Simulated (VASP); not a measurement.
# PbO2 (I4_1/amd) in VASP: relaxation of cell and atoms with PBEsol

Aim: the relaxation of cell and atoms of PbO2 with PBEsol.

All numbers are computed with VASP 6.6.1; they aren't measurements. Logs are shortened: lines on timing, memory, paths and dates and some standing lists are left out, and cuts for length are marked.

### Step 1. The cell of the first run

It takes space group I4_1/amd (No. 141, tetragonal). Conventional cell: a = 4.300 Å, b = 4.300 Å, c = 10.906 Å, α = 90.00°, β = 90.00°, γ = 90.00°. Within 2.9 Å of Pb (site symmetry -4m2) lie 6 O at 2.19 to 2.22 Å. O (site symmetry 2mm) has 3 Pb at 2.19 to 2.22 Å and 2 O at 2.72 Å within 2.9 Å.

### Step 2. Relaxation of cell and atoms, PBEsol

The input, INCAR:

```
SYSTEM = PbO2
PREC = Accurate
ENCUT = 600
EDIFF = 1E-7
ISMEAR = -1
SIGMA = 0.02
LREAL = .False.
LASPH = .True.
NELM = 80
ALGO = Normal
ISIF = 3
LWAVE = .False.
LCHARG = .False.
GGA = PS
IBRION = 2
NSW = 80
EDIFFG = -0.005
```

The input, KPOINTS:

```
regular mesh
0
Gamma
  8 8 8
  0 0 0
```

The input, POSCAR:

```
PbO2
1.0
   -2.1499939760      2.1499939760      5.4527703860
    2.1499939760     -2.1499939760      5.4527703860
    2.1499939760      2.1499939760     -5.4527703860
Pb O
2 4
Direct
    0.7500000000      0.2500000000      0.5000000000
    0.0000000000      0.0000000000      0.0000000000
    0.5489436310      0.0489436310      0.5000000000
    0.7989436310      0.7989436310      0.0000000000
    0.2010563690      0.2010563690      0.0000000000
    0.9510563690      0.4510563690      0.5000000000
```

Potentials or basis: VASP PAW PBE potentials, release 64 (Pb_d, O).

Started as:

```bash
> cat potpaw_PBE.64/Pb_d/POTCAR potpaw_PBE.64/O/POTCAR > POTCAR
> mpirun -np 1 vasp_std > vasp.out
```

OUTCAR:

```text
SYSTEM = PbO2
   PREC = Accurate
   ENCUT = 600
   EDIFF = 1E-7
   ISMEAR = -1
   LREAL = .False.
   LASPH = .True.
   NELM = 80
   ISIF = 3
   GGA = PS
   IBRION = 2
   NSW = 80
   EDIFFG = -0.005

 ion  position               nearest neighbor table
   1  0.750  0.250  0.500-   3 2.19   6 2.19   5 2.22   4 2.22   4 2.22   5 2.22   2 3.47   2 3.47
                             2 3.47   2 3.47
   2  0.000  0.000  0.000-   4 2.19   5 2.19   3 2.22   6 2.22   3 2.22   6 2.22   1 3.47   1 3.47
                             1 3.47   1 3.47
   3  0.549  0.049  0.500-   1 2.19   2 2.22   2 2.22
   4  0.799  0.799  0.000-   2 2.19   1 2.22   1 2.22
   5  0.201  0.201  0.000-   2 2.19   1 2.22   1 2.22
   6  0.951  0.451  0.500-   1 2.19   2 2.22   2 2.22

  LATTYP: Found a body centered tetragonal cell.
 ALAT       =     4.2999879520
 C/A-ratio  =     2.5361793786

  Lattice vectors:

 A1 = (  -2.1499939760,   2.1499939760,   5.4527703860)
 A2 = (   2.1499939760,  -2.1499939760,   5.4527703860)
 A3 = (   2.1499939760,   2.1499939760,  -5.4527703860)

Analysis of symmetry for initial positions (statically):
=====================================================================
 Subroutine PRICEL returns:
 Original cell was already a primitive cell.

 Routine SETGRP: Setting up the symmetry group for a
 body centered tetragonal supercell.

 Subroutine GETGRP returns: Found 16 space group operations
 (whereof  8 operations were pure point group operations)
 out of a pool of 16 trial point group operations.

The static configuration has the point symmetry D_2d.
 The point group associated with its full space group is D_4h.

Analysis of symmetry for dynamics (positions and initial velocities):
=====================================================================
 Subroutine PRICEL returns:
 Original cell was already a primitive cell.

 Routine SETGRP: Setting up the symmetry group for a
 body centered tetragonal supercell.

 Subroutine GETGRP returns: Found 16 space group operations
 (whereof  8 operations were pure point group operations)
 out of a pool of 16 trial point group operations.

The dynamic configuration has the point symmetry D_2d.
 The point group associated with its full space group is D_4h.

 Subroutine INISYM returns: Found 16 space group operations
 (whereof  8 operations are pure point group operations),
 and found     1 'primitive' translations

----------------------------------------------------------------------------------------

                                     Primitive cell

  volume of cell :     100.8212

  direct lattice vectors                    reciprocal lattice vectors
    -2.149993976  2.149993976  5.452770386     0.000000000  0.232558791  0.091696507
     2.149993976 -2.149993976  5.452770386     0.232558791  0.000000000  0.091696507
     2.149993976  2.149993976 -5.452770386     0.232558791  0.232558791  0.000000000

  length of vectors
     6.243208556  6.243208556  6.243208556     0.249983681  0.249983681  0.328887796

  position of ions in fractional coordinates (direct lattice)
     0.750000000  0.250000000  0.500000000
     0.000000000  0.000000000  0.000000000
     0.548943631  0.048943631  0.500000000
     0.798943631  0.798943631  0.000000000
     0.201056369  0.201056369  0.000000000
     0.951056369  0.451056369  0.500000000

  ion indices of the primitive-cell ions
   primitive index   ion index
                 1           1
                 2           2
                 3           3
                 4           4
                 5           5
                 6           6

----------------------------------------------------------------------------------------

 KPOINTS: regular mesh

Automatic generation of k-mesh.
 Grid dimensions read from file:
 generate k-points for:    8    8    8

 Generating k-lattice:

  Cartesian coordinates                     Fractional coordinates (reciprocal lattice)
     0.000000000  0.029069849  0.011462063     0.125000000 -0.000000000  0.000000000
     0.029069849  0.000000000  0.011462063    -0.000000000  0.125000000  0.000000000
     0.029069849  0.029069849  0.000000000     0.000000000  0.000000000  0.125000000

  Length of vectors
     0.031247960  0.031247960  0.041110975

  Shift w.r.t. Gamma in fractional coordinates (k-lattice)
     0.000000000  0.000000000  0.000000000

 Subroutine IBZKPT returns following result:
 ===========================================

 Found     59 irreducible k-points:

 Following reciprocal coordinates:
            Coordinates               Weight
  0.000000  0.000000  0.000000      1.000000
  0.125000 -0.000000  0.000000      8.000000
  0.250000 -0.000000  0.000000      8.000000
  0.375000 -0.000000  0.000000      8.000000
  0.500000 -0.000000  0.000000      4.000000
  0.125000  0.125000  0.000000      8.000000
[... 16 lines left out ...]
  0.250000  0.125000  0.125000     16.000000
  0.375000  0.125000  0.125000      8.000000
 [... further k-points ...]
   k-points           NKPTS =     59   k-points in BZ     NKDIM =     59   number of bands    NBANDS=     31
   number of dos      NEDOS =    301   number of ions     NIONS =      6
   total plane-waves  NPLWV = 125000
   dimension x,y,z NGX =    50 NGY =   50 NGZ =   50
   dimension x,y,z NGXF=   100 NGYF=  100 NGZF=  100
   ions per type =               2   4
   NGX,Y,Z   is equivalent  to a cutoff of  13.31, 13.31, 13.31 a.u.
   NGXF,Y,Z  is equivalent  to a cutoff of  26.63, 26.63, 26.63 a.u.
 SYSTEM =  PbO2
   PREC   = accura    normal or accurate (medium, high low for compatibility)
   ISTART =      0    job   : 0-new  1-cont  2-samecut
   ICHARG =      2    charge: 1-file 2-atom 10-const
   ISPIN  =      1    spin polarized calculation?
   LNONCOLLINEAR =      F non collinear calculations
   LSORBIT =      F    spin-orbit coupling
   LASPH  =      T    aspherical Exc in radial PAW
   ENCUT  =  600.0 eV  44.10 Ry    6.64 a.u.  12.47 12.47 12.47*2*pi/ulx,y,z
   NELM   =     80;   NELMIN=  2; NELMDL= -5     # of ELM steps
   EDIFF  = 0.1E-06   stopping-criterion for ELM
   LREAL  =      F    real-space projection
   EDIFFG = -.5E-02   stopping-criterion for IOM
   NSW    =     80    number of steps for IOM
   IBRION =      2    ionic relax: 0-MD 1-quasi-New 2-CG
   NFREE  =      1    steps in history (QN), initial steepest desc. (CG)
   ISIF   =      3    stress and relaxation
   ISYM   =      2    0-nonsym 1-usesym 2-fastsym
   POTIM  = 0.5000    time-step for ionic-motion
   TEBEG  =    0.0;   TEEND  =   0.0 temperature during run
   PSTRESS=    0.0 pullay stress
   NELECT =      52.0000    total number of electrons
   NUPDOWN=      -1.0000    fix difference up-down
   EMIN   =  10.00;   EMAX   =-10.00  energy-range for DOS
   EFERMI =   0.00;   METHOD = LEGACY
   ISMEAR =    -1;   SIGMA  =   0.02  broadening in eV -4-tet -1-fermi 0-gaus
   EFERMI_NEDOS =   21; number of points for ismear=-14 and -15
   IALGO  =     38    algorithm
   IMIX   =      4    mixing-type and parameters
     AMIX     =   0.40;   BMIX     =  1.00
     AMIX_MAG =   1.60;   BMIX_MAG =  1.00
  volume/ion in A,a.u.               =      16.80       113.40
  Fermi-wavevector in a.u.,A,eV,Ry     =   1.312881  2.480985 23.451773  1.723657
  Thomas-Fermi vector in A             =   2.443243
   LORBIT       =      0    0 simple, 1 ext, 2 COOP (PROOUT), +10 PAW based schemes
   GGA     = PS    functional components
   LHFCALC =     F    Hartree Fock is set to
   AEXX    =    0.0000 exact exchange contribution
   IVDW    =     0    specifies the selected vdW correction
   LEPSILON=     F    determine dielectric tensor
   LRPA    =     F    only Hartree local field effects (RPA)
 conjugate gradient relaxation of ions
 non-spin polarized calculation
  energy-cutoff  :      600.00
  volume of cell :      100.82
 maximum number of plane-waves:      3405
 NGX is ok and might be reduce to    50
   NGX = 25   NGY = 25   NGZ = 25

--------------------------------------- Ionic step        1  -------------------------------------------

 number of electron      52.0000002 magnetization

 Free energy of the ion-electron system (eV)
  ---------------------------------------------------
  ext. energy  EPLUGINS =         0.00000000
  ---------------------------------------------------
  free energy    TOTEN  =       -33.65099526 eV

  energy without entropy =      -33.65055275  energy(sigma->0) =      -33.65077401

------------------------ aborting loop because EDIFF is reached ----------------------------------------

  FORCE on cell =-STRESS in cart. coord.  units (eV):
  Direction    XX          YY          ZZ          XY          YZ          ZX
  --------------------------------------------------------------------------------------
  -------------------------------------------------------------------------------------
  Total       -2.4435919     -2.4435919     -2.8569075      0.0000000      0.0000000      0.0000000
  in kB      -38.8318038    -38.8318038    -45.3999186      0.0000000      0.0000000      0.0000000
  external PRESSURE =     -41.0211754 kB  Pullay stress =       0.0000000 kB
[... 25 lines left out ...]
  energy  without entropy=      -33.6505527544  energy(sigma->0) =      -33.65077401

--------------------------------------- Ionic step        2  -------------------------------------------

 number of electron      52.0000001 magnetization

 E-fermi :   2.7362     XC(G=0): -10.0257

 val. band max:        2.7244844363   @ k =   0.0000   0.0000   0.0000
 cond. band min:       3.1384544862   @ k =  -0.1250  -0.1250   0.1250
 fundamental gap:      0.4139700499
 Fermi energy:         2.7361877464

 k-point     1 :       0.0000    0.0000    0.0000
  band No.  band energies     occupation
      1     -15.3783      2.00000
      2     -15.0112      2.00000
      3     -15.0074      2.00000
      4     -14.5499      2.00000
      5     -12.3452      2.00000
      6     -12.3123      2.00000
[... 924 lines left out ...]
  energy  without entropy=      -33.7007953784  energy(sigma->0) =      -33.70101455

--------------------------------------- Ionic step        5  -------------------------------------------

 number of electron      52.0000006 magnetization

 Free energy of the ion-electron system (eV)
  ---------------------------------------------------
  ext. energy  EPLUGINS =         0.00000000
  ---------------------------------------------------
  free energy    TOTEN  =       -33.70154504 eV

  energy without entropy =      -33.70110770  energy(sigma->0) =      -33.70132637

 E-fermi :   2.5073     XC(G=0):  -9.9164

 val. band max:        2.4452242636   @ k =   0.2500   0.2500   0.2500
 cond. band min:       2.7347607557   @ k =  -0.1250  -0.1250   0.1250
 fundamental gap:      0.2895364921
 Fermi energy:         2.5073052803

 k-point     1 :       0.0000    0.0000    0.0000
  band No.  band energies     occupation
      1     -15.3984      2.00000
      2     -15.1340      2.00000
      3     -15.0939      2.00000
      4     -14.7170      2.00000
      5     -12.5831      2.00000
      6     -12.5434      2.00000
[... 840 lines left out ...]
  FREE ENERGIE OF THE ION-ELECTRON SYSTEM (eV)
  ---------------------------------------------------
  free  energy   TOTEN  =       -33.7015450434 eV

  energy  without entropy=      -33.7011076956  energy(sigma->0) =      -33.70132637

 reached required accuracy - stopping structural energy minimisation
```

Wall time 14 min (1 thread of Intel Xeon 6975P-C (Granite Rapids), shared host); peak memory 0.49 GiB.

Results:

- Free energy: -33.7015 eV
- Relaxed volume: 16.15 Å³/atom
- Relaxed cell: a = 6.175 Å, b = 6.175 Å, c = 6.175 Å, α = 139.87°, β = 139.87°, γ = 58.05°
- Space group after relaxing (to 0.1 Å): I4_1/amd (No. 141)
- Energy gained by relaxing: 8.4 meV/atom
- Ionic steps: 5
- Pressure after relaxing: 0.0 GPa
- Band gap on the k mesh: zero (bands 26 and 27 overlap by 0.12 eV)

Step by step:
| step | energy change (eV) | largest force (eV/Å) | pressure (GPa) | volume (Å³) |
| --- | --- | --- | --- | --- |
| 1 | 0.0000 | 0.1165 | -4.10 | 100.82 |
| 2 | -0.0159 | 0.3148 | 3.61 | 94.67 |
| 3 | -0.0474 | 0.1089 | -0.12 | 97.34 |
| 4 | -0.0502 | 0.0351 | -0.05 | 97.05 |
| 5 | -0.0505 | 0.0013 | -0.01 | 96.91 |

Final structure:
```yaml
crystal:
  lattice:
    - [-2.11832, 2.11832, 5.39942]
    - [2.11832, -2.11832, 5.39942]
    - [2.11832, 2.11832, -5.39942]
  atoms:
    - { symbol: Pb, position: [0.75000, 0.25000, 0.50000] }
    - { symbol: Pb, position: [0.00000, 0.00000, 0.00000] }
    - { symbol: O, position: [0.54859, 0.04859, 0.50000] }
    - { symbol: O, position: [0.79859, 0.79859, 0.00000] }
    - { symbol: O, position: [0.20141, 0.20141, 0.00000] }
    - { symbol: O, position: [0.95141, 0.45141, 0.50000] }
```

Caveat: semilocal functionals underestimate gaps, and a narrow one can read as zero; the PAW data sets were made with another functional, which shifts forces and pressure a little; spin-orbit coupling is left out, which moves the levels of the heavy elements.

The gap in the log of VASP goes by the Fermi energy; the results here count the filled bands.